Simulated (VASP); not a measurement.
# Te (Pm-3m) in VASP: a series of runs

Runs on Te. Level: LDA. Tasks: single point, relaxation of cell and atoms.

Everything below comes from runs of VASP 6.6.1. Logs are shortened: lines on timing, memory, paths and dates and some standing lists are left out, and cuts for length are marked.

**1. The cell of the first run**

It takes space group Pm-3m (No. 221, cubic). The conventional cell has a = 3.133 Å, b = 3.133 Å, c = 3.133 Å, α = 90.00°, β = 90.00°, γ = 90.00°. Within 4.1 Å of Te (site symmetry m-3m) lie 6 Te at 3.13 Å.

This isn't the form of Te at room conditions, which is trigonal, of chains.

**2. Single point, LDA**

The input, INCAR:

```
SYSTEM = Te
  PREC = Accurate
  ENCUT = 520
  EDIFF = 1E-7
  ISMEAR = -1
  SIGMA = 0.1
  LREAL = .False.
  LASPH = .True.
  NELM = 60
  ALGO = Normal
  ISIF = 2
  LWAVE = .False.
  LCHARG = .False.
  GGA = CA
  NBANDS = 9
```

The input, KPOINTS:

```
Automatic mesh
0
Gamma
  16 16 16
  0 0 0
```

The input, POSCAR:

```
Te
1.0
    3.1326038533      0.0000000000      0.0000000000
    0.0000000000      3.1326038533      0.0000000000
    0.0000000000      0.0000000000      3.1326038533
Te
1
Direct
    0.0000000000      0.0000000000      0.0000000000
```

Potentials or basis: VASP PAW LDA potentials, release 64 (Te).

Started as:

```
> cat potpaw_LDA.64/Te/POTCAR > POTCAR
> mpirun -np 1 vasp_std > vasp.out
```

OUTCAR:

```text
SYSTEM = Te
   PREC = Accurate
   ENCUT = 520
   EDIFF = 1E-7
   ISMEAR = -1
   LREAL = .False.
   LASPH = .True.
   NELM = 60
   ISIF = 2
   GGA = CA

 ion  position               nearest neighbor table
   1  0.000  0.000  0.000-

  LATTYP: Found a simple cubic cell.
 ALAT       =     3.1326038533

  Lattice vectors:

 A1 = (   3.1326038533,   0.0000000000,   0.0000000000)
 A2 = (   0.0000000000,   3.1326038533,   0.0000000000)
 A3 = (   0.0000000000,   0.0000000000,   3.1326038533)

Analysis of symmetry for initial positions (statically):
=====================================================================
 Subroutine PRICEL returns:
 Original cell was already a primitive cell.

 Routine SETGRP: Setting up the symmetry group for a
 simple cubic supercell.

 Subroutine GETGRP returns: Found 48 space group operations
 (whereof 48 operations were pure point group operations)
 out of a pool of 48 trial point group operations.

The static configuration has the point symmetry O_h .

Analysis of symmetry for dynamics (positions and initial velocities):
=====================================================================
 Subroutine PRICEL returns:
 Original cell was already a primitive cell.

 Routine SETGRP: Setting up the symmetry group for a
 simple cubic supercell.

 Subroutine GETGRP returns: Found 48 space group operations
 (whereof 48 operations were pure point group operations)
 out of a pool of 48 trial point group operations.

The dynamic configuration has the point symmetry O_h .

 Subroutine INISYM returns: Found 48 space group operations
 (whereof 48 operations are pure point group operations),
 and found     1 'primitive' translations

----------------------------------------------------------------------------------------

                                     Primitive cell

  volume of cell :      30.7409

  direct lattice vectors                    reciprocal lattice vectors
     3.132603853  0.000000000  0.000000000     0.319223255  0.000000000  0.000000000
     0.000000000  3.132603853  0.000000000     0.000000000  0.319223255  0.000000000
     0.000000000  0.000000000  3.132603853     0.000000000  0.000000000  0.319223255

  length of vectors
     3.132603853  3.132603853  3.132603853     0.319223255  0.319223255  0.319223255

  position of ions in fractional coordinates (direct lattice)
     0.000000000  0.000000000  0.000000000

  ion indices of the primitive-cell ions
   primitive index   ion index
                 1           1

----------------------------------------------------------------------------------------

 KPOINTS: Automatic mesh

Automatic generation of k-mesh.
 Grid dimensions read from file:
 generate k-points for:   16   16   16

 Generating k-lattice:

  Cartesian coordinates                     Fractional coordinates (reciprocal lattice)
     0.019951453  0.000000000  0.000000000     0.062500000  0.000000000  0.000000000
     0.000000000  0.019951453  0.000000000     0.000000000  0.062500000  0.000000000
     0.000000000  0.000000000  0.019951453     0.000000000  0.000000000  0.062500000

  Length of vectors
     0.019951453  0.019951453  0.019951453

  Shift w.r.t. Gamma in fractional coordinates (k-lattice)
     0.000000000  0.000000000  0.000000000

 Subroutine IBZKPT returns following result:
 ===========================================

 Found    165 irreducible k-points:

 Following reciprocal coordinates:
            Coordinates               Weight
  0.000000  0.000000  0.000000      1.000000
  0.062500  0.000000  0.000000      6.000000
  0.125000  0.000000  0.000000      6.000000
  0.187500  0.000000  0.000000      6.000000
  0.250000  0.000000  0.000000      6.000000
  0.312500  0.000000  0.000000      6.000000
[... 16 lines left out ...]
  0.437500  0.125000  0.000000     24.000000
  0.500000  0.125000  0.000000     12.000000
 [... further k-points ...]
   k-points           NKPTS =    165   k-points in BZ     NKDIM =    165   number of bands    NBANDS=      9
   number of dos      NEDOS =    301   number of ions     NIONS =      1
   total plane-waves  NPLWV =  13824
   dimension x,y,z NGX =    24 NGY =   24 NGZ =   24
   dimension x,y,z NGXF=    48 NGYF=   48 NGZF=   48
   ions per type =               1
   NGX,Y,Z   is equivalent  to a cutoff of  12.74, 12.74, 12.74 a.u.
   NGXF,Y,Z  is equivalent  to a cutoff of  25.47, 25.47, 25.47 a.u.
 SYSTEM =  Te
   PREC   = accura    normal or accurate (medium, high low for compatibility)
   ISTART =      0    job   : 0-new  1-cont  2-samecut
   ICHARG =      2    charge: 1-file 2-atom 10-const
   ISPIN  =      1    spin polarized calculation?
   LNONCOLLINEAR =      F non collinear calculations
   LSORBIT =      F    spin-orbit coupling
   LASPH  =      T    aspherical Exc in radial PAW
   ENCUT  =  520.0 eV  38.22 Ry    6.18 a.u.   5.82  5.82  5.82*2*pi/ulx,y,z
   NELM   =     60;   NELMIN=  2; NELMDL= -5     # of ELM steps
   EDIFF  = 0.1E-06   stopping-criterion for ELM
   LREAL  =      F    real-space projection
   EDIFFG = 0.1E-05   stopping-criterion for IOM
   NSW    =      0    number of steps for IOM
   IBRION =     -1    ionic relax: 0-MD 1-quasi-New 2-CG
   NFREE  =      0    steps in history (QN), initial steepest desc. (CG)
   ISIF   =      2    stress and relaxation
   ISYM   =      2    0-nonsym 1-usesym 2-fastsym
   POTIM  = 0.5000    time-step for ionic-motion
   TEBEG  =    0.0;   TEEND  =   0.0 temperature during run
   PSTRESS=    0.0 pullay stress
   NELECT =       6.0000    total number of electrons
   NUPDOWN=      -1.0000    fix difference up-down
   EMIN   =  10.00;   EMAX   =-10.00  energy-range for DOS
   EFERMI =   0.00;   METHOD = LEGACY
   ISMEAR =    -1;   SIGMA  =   0.10  broadening in eV -4-tet -1-fermi 0-gaus
   EFERMI_NEDOS =   21; number of points for ismear=-14 and -15
   IALGO  =     38    algorithm
   IMIX   =      4    mixing-type and parameters
     AMIX     =   0.40;   BMIX     =  1.00
     AMIX_MAG =   1.60;   BMIX_MAG =  1.00
  volume/ion in A,a.u.               =      30.74       207.45
  Fermi-wavevector in a.u.,A,eV,Ry     =   0.949627  1.794535 12.269620  0.901792
  Thomas-Fermi vector in A             =   2.077928
   LORBIT       =      0    0 simple, 1 ext, 2 COOP (PROOUT), +10 PAW based schemes
   GGA     = CA    functional components
   LHFCALC =     F    Hartree Fock is set to
   AEXX    =    0.0000 exact exchange contribution
   IVDW    =     0    specifies the selected vdW correction
   LEPSILON=     F    determine dielectric tensor
   LRPA    =     F    only Hartree local field effects (RPA)
 non-spin polarized calculation
  energy-cutoff  :      520.00
  volume of cell :       30.74
 maximum number of plane-waves:       852
 NGX is ok and might be reduce to    24
   NGX = 11   NGY = 11   NGZ = 11

 number of electron       5.9999999 magnetization

 Free energy of the ion-electron system (eV)
  ---------------------------------------------------
  ext. energy  EPLUGINS =         0.00000000
  ---------------------------------------------------
  free energy    TOTEN  =        -3.79469744 eV

  energy without entropy =       -3.77630874  energy(sigma->0) =       -3.78550309

 E-fermi :   7.0815     XC(G=0):  -9.7547

 val. band max:        7.0717973946   @ k =   0.5000   0.4375   0.2500
 cond. band min:       7.1587146884   @ k =   0.5000   0.5000   0.2500
 fundamental gap:      0.0869172938
 Fermi energy:         7.0814870391

 k-point     1 :       0.0000    0.0000    0.0000
  band No.  band energies     occupation
      1      -6.9842      2.00000
      2       8.3608      0.00001
      3       8.3608      0.00001
      4       8.3608      0.00001
      5      13.1094      0.00000
      6      13.1094      0.00000
      7      13.7142      0.00000
      8      24.5722      0.00000
      9      24.5722      0.00000

 k-point     2 :       0.0625    0.0000    0.0000
  band No.  band energies     occupation
      1      -6.9346      2.00000
      2       7.7595      0.00227
      3       8.4061      0.00000
      4       8.4061      0.00000
      5      13.1535      0.00000
      6      13.4321      0.00000
      7      14.1337      0.00000
      8      23.6759      0.00000
      9      23.6759      0.00000

 k-point     3 :       0.1250    0.0000    0.0000
  band No.  band energies     occupation
      1      -6.7876      2.00000
      2       6.4966      1.99425
      3       8.5389      0.00000
      4       8.5389      0.00000
      5      13.2850      0.00000
      6      13.6796      0.00000
      7      15.5658      0.00000
      8      22.4221      0.00000
      9      22.4221      0.00000

 k-point     4 :       0.1875    0.0000    0.0000
  band No.  band energies     occupation
      1      -6.5496      2.00000
      2       5.1012      2.00000
      3       8.7489      0.00000
      4       8.7489      0.00000
      5      13.5004      0.00000
      6      13.9519      0.00000
      7      17.3477      0.00000
      8      21.2158      0.00000
      9      21.2158      0.00000

 k-point     5 :       0.2500    0.0000    0.0000
  band No.  band energies     occupation
      1      -6.2339      2.00000
      2       3.7621      2.00000
      3       9.0170      0.00000
      4       9.0170      0.00000
      5      13.7921      0.00000
      6      14.3166      0.00000
      7      19.0311      0.00000
      8      20.1153      0.00000
      9      20.1153      0.00000

 k-point     6 :       0.3125    0.0000    0.0000
  band No.  band energies     occupation
      1      -5.8661      2.00000
      2       2.5670      2.00000
      3       9.3129      0.00000
      4       9.3129      0.00000
      5      14.1440      0.00000
      6      14.7837      0.00000
      7      19.1636      0.00000
      8      19.1636      0.00000
      9      19.4634      0.00000
[... 169 lines left out ...]
 k-point    21 :       0.3125    0.1250    0.0000
  band No.  band energies     occupation
      1      -5.6685      2.00000
      2       2.7560      2.00000
      3       7.5222      0.02409
      4       9.4900      0.00000
      5      14.5736      0.00000
      6      15.6349      0.00000
      7      17.3998      0.00000
      8      19.3277      0.00000
      9      19.9880      0.00000

 k-point    22 :       0.3750    0.1250    0.0000
  band No.  band energies     occupation
      1      -5.2956      2.00000
      2       1.7794      2.00000
      3       7.8407      0.00101
      4       9.7682      0.00000
      5      14.7981      0.00000
      6      15.3063      0.00000
      7      17.5466      0.00000
      8      18.5811      0.00000
      9      19.2043      0.00000

 k-point    23 :       0.4375    0.1250    0.0000
  band No.  band energies     occupation
      1      -4.9990      2.00000
      2       1.1159      2.00000
      3       8.0834      0.00009
      4       9.9725      0.00000
      5      14.4988      0.00000
      6      15.5712      0.00000
      7      17.7784      0.00000
      8      18.0943      0.00000
      9      18.5292      0.00000

 k-point    24 :       0.5000    0.1250    0.0000
  band No.  band energies     occupation
      1      -4.8820      2.00000
      2       0.8760      2.00000
      3       8.1760      0.00004
      4      10.0485      0.00000
      5      14.3427      0.00000
      6      15.7557      0.00000
      7      17.8470      0.00000
      8      17.9239      0.00000
      9      18.2862      0.00000

 [... further k-points ...]

------------------------ aborting loop because EDIFF is reached ----------------------------------------

  FORCE on cell =-STRESS in cart. coord.  units (eV):
  Direction    XX          YY          ZZ          XY          YZ          ZX
  --------------------------------------------------------------------------------------
  -------------------------------------------------------------------------------------
  Total        0.0128097      0.0128097      0.0128097      0.0000000      0.0000000     -0.0000000
  in kB        0.6676283      0.6676283      0.6676283      0.0000000      0.0000000     -0.0000000
  external PRESSURE =       0.6676283 kB  Pullay stress =       0.0000000 kB

 VOLUME and BASIS-vectors are now :
 -----------------------------------------------------------------------------
  energy-cutoff  :      520.00
  volume of cell :       30.74
      direct lattice vectors                 reciprocal lattice vectors
     3.132603853  0.000000000  0.000000000     0.319223255  0.000000000  0.000000000
     0.000000000  3.132603853  0.000000000     0.000000000  0.319223255  0.000000000
     0.000000000  0.000000000  3.132603853     0.000000000  0.000000000  0.319223255

 POSITION                                       TOTAL-FORCE (eV/Angst)
 -----------------------------------------------------------------------------------
      0.00000      0.00000      0.00000         0.000000      0.000000      0.000000
 -----------------------------------------------------------------------------------
    total drift:                               -0.000000      0.000000      0.000000

  FREE ENERGIE OF THE ION-ELECTRON SYSTEM (eV)
  ---------------------------------------------------
  free  energy   TOTEN  =        -3.7946974440 eV

  energy  without entropy=       -3.7763087422  energy(sigma->0) =       -3.78550309
```

Run time: 35 s. Hardware: 1 thread of Intel Xeon 8259CL, shared host; peak memory 0.16 GiB.

Results:

```yaml
Free_energy: -3.7947 eV
Pressure: 0.1 GPa
Band_gap_on_the_k_mesh: zero (bands 3 and 4 overlap by 5.92 eV)
```

Levels at points of the mesh, in eV from the Fermi level:
```csv
k point,band 1,band 2,band 3,band 4,band 5,band 6
"(0.00, 0.00, 0.00)",-14.07,1.28,1.28,1.28,6.03,6.03
"(0.50, 0.00, 0.00)",-12.16,-6.39,2.79,2.79,7.90,9.73
"(0.50, 0.50, 0.00)",-10.20,-4.69,-4.69,1.84,4.25,11.17
"(0.50, 0.50, 0.50)",-8.12,-3.12,-3.12,-3.12,4.29,4.29
```

Caveat: spin-orbit coupling is left out, which moves the levels of the heavy elements.

**3. Relaxation of cell and atoms, LDA**

This run uses another cell than the first one, of 31.14 Å³/atom.

The input, INCAR:

```
SYSTEM = Te
  ALGO = Normal
  EDIFF = 1E-6
  EDIFFG = -0.01
  ENCUT = 600
  GGA = CA
  IBRION = 2
  ISIF = 3
  ISMEAR = -1
  LASPH = .TRUE.
  LCHARG = .FALSE.
  LREAL = .FALSE.
  LWAVE = .FALSE.
  NELM = 80
  NSW = 80
  PREC = Accurate
  SIGMA = 0.1
```

The input, KPOINTS:

```
k-points
0
G
  10 10 10
  0 0 0
```

The input, POSCAR:

```
Te
1.0
    3.1462212359      0.0000000000      0.0000000000
    0.0000000000      3.1462212359      0.0000000000
    0.0000000000      0.0000000000      3.1462212359
Te
1
Direct
    0.0000000000      0.0000000000      0.0000000000
```

Potentials or basis: VASP PAW LDA potentials, release 64 (Te).

Started as:

```
> cat potpaw_LDA.64/Te/POTCAR > POTCAR
> mpirun -np 1 vasp_std > vasp.out
```

Wall time 30 s (1 thread of Intel Xeon 8259CL, shared host); peak memory 0.16 GiB.

The run converged. Its results:

* Free energy: -3.7979 eV
* Relaxed volume: 30.79 Å³/atom
* Relaxed cell: a = 3.134 Å, b = 3.134 Å, c = 3.134 Å, α = 90.00°, β = 90.00°, γ = 90.00°
* Space group after relaxing (to 0.1 Å): Pm-3m (No. 221)
* Energy gained by relaxing: 0.8 meV/atom
* Ionic steps: 3
* Pressure after relaxing: 0.0 GPa
* Band gap on the k mesh: zero (bands 3 and 4 overlap by 5.91 eV)

Step by step:
| step | energy change (eV) | largest force (eV/Å) | pressure (GPa) | volume (Å³) |
| --- | --- | --- | --- | --- |
| 1 | 0.0000 | 0.0000 | -0.69 | 31.14 |
| 2 | -0.0004 | 0.0000 | 0.48 | 30.54 |
| 3 | -0.0008 | 0.0000 | 0.00 | 30.79 |

Final structure:
```yaml
crystal:
  lattice:
    - [3.13413, 0.00000, 0.00000]
    - [0.00000, 3.13413, 0.00000]
    - [0.00000, 0.00000, 3.13413]
  atoms:
    - { symbol: Te, position: [0.00000, 0.00000, 0.00000] }
```

Levels at points of the mesh, in eV from the Fermi level:
```tsv
k point	band 1	band 2	band 3	band 4	band 5	band 6	band 7
(0.00, 0.00, 0.00)	-14.14	1.19	1.19	1.19	5.94	5.94	6.54
(0.50, 0.00, 0.00)	-12.24	-6.47	2.70	2.70	7.81	9.64	9.66
(0.50, 0.50, 0.00)	-10.29	-4.77	-4.77	1.76	4.16	11.07	12.42
(0.50, 0.50, 0.50)	-8.22	-3.21	-3.21	-3.21	4.20	4.20	4.20
```

Caveat: spin-orbit coupling is left out, which moves the levels of the heavy elements.

(Continued in part 2 of 2.)

The gap in the log of VASP goes by the Fermi energy; the results here count the filled bands.